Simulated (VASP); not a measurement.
Set up this calculation in VASP 6.6.1, as the native input.

| Quantity | Value |
| --- | --- |
| Task | single point |
| Functional | LDA |
| Potentials or basis | VASP PAW LDA potentials, release 64 (Zn, O) |
| Cutoff | 520 eV |
| k mesh | 11 × 11 × 6 |
| Occupations | fermi-dirac, width 0.02 eV |
| Spin | no spin polarisation |
| Dipole correction | no |
| Further INCAR settings | ALGO = Normal; EDIFF = 1e-07; NBANDS = 26 |

The structure of ZnO lies in POSCAR:

```
ZnO
1.0
    3.2054825469      0.0000000000      0.0000000000
   -1.6027412734      2.7760293170      0.0000000000
    0.0000000000      0.0000000000      5.1334697570
Zn O
2 2
Direct
    0.3333333333      0.6666666667      0.0000000000
    0.6666666667      0.3333333333      0.5000000000
    0.3333333333      0.6666666667      0.3821000000
    0.6666666667      0.3333333333      0.8821000000
```

One way to write it, as run:

INCAR

```
SYSTEM = ZnO
PREC     = Accurate       ! precision mode
ENCUT    = 520            ! plane-wave cutoff, eV
EDIFF    = 1E-7           ! SCF threshold, eV
ISMEAR   = -1             ! smearing method
SIGMA    = 0.02           ! smearing width, eV
LREAL    = .False.        ! projectors in reciprocal space
LASPH    = .True.         ! aspherical terms in the spheres
NELM     = 60             ! most SCF steps
ALGO     = Normal         ! electronic algorithm
ISIF     = 2              ! what is computed and relaxed
LWAVE    = .False.        ! write WAVECAR
LCHARG   = .False.        ! write CHGCAR
NBANDS   = 26             ! bands
```

KPOINTS

```
Automatic mesh
0
Gamma
  11 11 6
  0 0 0
```

Potentials or basis: VASP PAW LDA potentials, release 64 (Zn, O).

The run is started by

```console
$ cat potpaw_LDA.64/Zn/POTCAR potpaw_LDA.64/O/POTCAR > POTCAR
$ mpirun -np 1 vasp_std > vasp.out
```

It gave:

```json
{
  "Pressure": "0.0 GPa",
  "Largest force": "0.042 eV/Å",
  "Band gap on the k mesh": "0.81 eV"
}
```

Run time: 39 s on 1 thread of AMD EPYC 9R45 96-Core Processor (Zen 5), on a shared host, peak memory 0.15 GiB.
